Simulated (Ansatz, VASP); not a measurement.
One calculation of Hf, two programs

```
Hf
1.0
     0.00000    2.22000    2.13120
     2.22000    0.00000    2.13120
     2.22000    2.22000    0.00000
Hf
1
Direct
  0.00000 0.00000 0.00000
```

Change from the starting cell: strain +0.000 along x and y, -0.040 along z, atoms carried along.

Alike in both runs: task single point; functional r2SCAN; k mesh 18 × 18 × 18; occupations gaussian, width 0.15 eV; no spin polarisation.

|  | VASP | Ansatz |
| --- | --- | --- |
| version | VASP 6.6.1 | Ansatz 0.2.0 |
| potentials or method | VASP PAW PBE potentials, release 64 (Hf_pv), cutoff 520 eV | scalar-relativistic, plane waves, PAW |
| valence electrons in the cell | 10 | 26 |

Ansatz gave:

- gap on the k mesh at the Fermi level (eV): none
- pressure (GPa): 7.5
- traceless stress, the component that is largest in VASP (GPa): 1.49

Question: What did VASP give for the same quantities?

Answer: gap on the k mesh at the Fermi level (eV): none; pressure (GPa): 7.0; traceless stress, the component that is largest in VASP (GPa): 1.49.

VASP's potentials were made for PBE, not for r2SCAN. A gap of «none» marks a metal or a gap that the smearing closes. With one functional, cell and mesh, what is left measures potentials, basis and numerics. VASP's potentials hold 10 valence electrons a cell and Ansatz's 26, so a difference there can come from the potentials and not from the codes.

Spin-orbit coupling is off throughout.
